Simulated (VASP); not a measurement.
A run of VASP 6.6.1:

File INCAR:

```
SYSTEM = SnO
ALGO = Normal ; EDIFF = 1E-6
ENCUT = 520 ; GGA = PE
ISIF = 2 ; ISMEAR = 0
IVDW = 12 ; LASPH = .TRUE.
LCHARG = .FALSE. ; LREAL = .FALSE.
LWAVE = .FALSE. ; NBANDS = 28
NELM = 60 ; PREC = Accurate
SIGMA = 0.02
```

Contents of KPOINTS:

```
k-points
0
G
  6 6 4
  0 0 0
```

Contents of POSCAR:

```
SnO
1.0
    3.9252200000      0.0000000000      0.0000000000
    0.0000000000      3.9252200000      0.0000000000
    0.0000000000      0.0000000000      4.5335275754
Sn O
2 2
Direct
    0.5000000000      0.0000000000      0.2369000000
    0.0000000000      0.5000000000      0.7631000000
    0.0000000000      0.0000000000      0.0000000000
    0.5000000000      0.5000000000      0.0000000000
```

Potentials or basis: VASP PAW PBE potentials, release 64 (Sn_d, O).

Launch:

```console
$ cat potpaw_PBE.64/Sn_d/POTCAR potpaw_PBE.64/O/POTCAR > POTCAR
$ mpirun -np 1 vasp_std > vasp.out
```

Hardware: 1 thread of Intel Xeon 8259CL, on a shared host.

Question: Estimate the wall time of this run.

Answer: It took 82 s on 1 thread of Intel Xeon 8259CL (shared host), peak memory 0.21 GiB. Counts: scf iterations 14, k points 30.
